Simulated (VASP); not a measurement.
H4C, 40 atoms in the cell. The cell holds an amorphous packing of atoms, 40 atoms: a = 7.388 Å, b = 7.388 Å, c = 7.388 Å, α = 90.00°, β = 90.00°, γ = 90.00°. 

```yaml
Program: VASP 6.6.1
Task: relaxation of the atoms
Functional: PBEsol
Potentials_or_basis: VASP PAW PBE potentials, release 64 (C, H)
Cutoff: 520 eV
k_mesh: 1 × 1 × 1
Occupations: fermi-dirac, width 0.05 eV
Spin: no spin polarisation
Dipole_correction: no
Further_INCAR_settings: LREAL = Auto; ALGO = Normal; EDIFF = 1e-06; IBRION = 2; EDIFFG = -0.3; NSW = 35
```

Potentials or basis: VASP PAW PBE potentials, release 64 (C, H).

Launch:

```console
$ cat potpaw_PBE.64/C/POTCAR potpaw_PBE.64/H/POTCAR > POTCAR
$ mpirun -np 1 vasp_gam > vasp.out
```

Hardware: 1 thread of Intel(R) Xeon(R) 6975P-C (Granite Rapids), on a shared host.

Q: How long does it take, and how much memory?

A: It took 100 s on 1 thread of Intel(R) Xeon(R) 6975P-C (Granite Rapids), on a shared host, peak memory 0.42 GiB. Counts: scf iterations 50, k points 1, ion steps 6.
